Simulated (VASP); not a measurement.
A run of VASP 6.6.1:

The input INCAR:

```
ALGO = Normal
EDIFF = 1E-6
ENCUT = 500
GGA = PE
GGA_COMPAT = F
ISIF = 2
ISMEAR = 0
LASPH = T
LCHARG = T
LELF = T
LREAL = F
LVHAR = T
LWAVE = F
NBANDS = 16
NELM = 120
PREC = Accurate
SIGMA = 0.1
```

The input KPOINTS:

```
k-points
0
Gamma
  12 12 12
```

The input POSCAR:

```
InP
1.0
    0.0000000000      2.9058475500      2.9486725500
    2.9486725500      0.0000000000      2.9486725500
    2.9486725500      2.9058475500      0.0000000000
In P
1 1
Direct
    0.0105078809     -0.0105078809      0.0105078809
    0.4894921191      0.5105078809      0.4894921191
```

Potentials or basis: VASP PAW PBE potentials, release 64 (In_d, P).

Run with:

```sh
$ cat potpaw_PBE.64/In_d/POTCAR potpaw_PBE.64/P/POTCAR > POTCAR
$ mpirun -np 1 vasp_std > vasp.out
```

Hardware: 1 thread of Intel Xeon 8259CL, on a shared host.

Estimate the wall time of this run.

It took 3.1 min on 1 thread of Intel Xeon 8259CL (shared host), peak memory 0.26 GiB. Counts: scf iterations 12, k points 163.
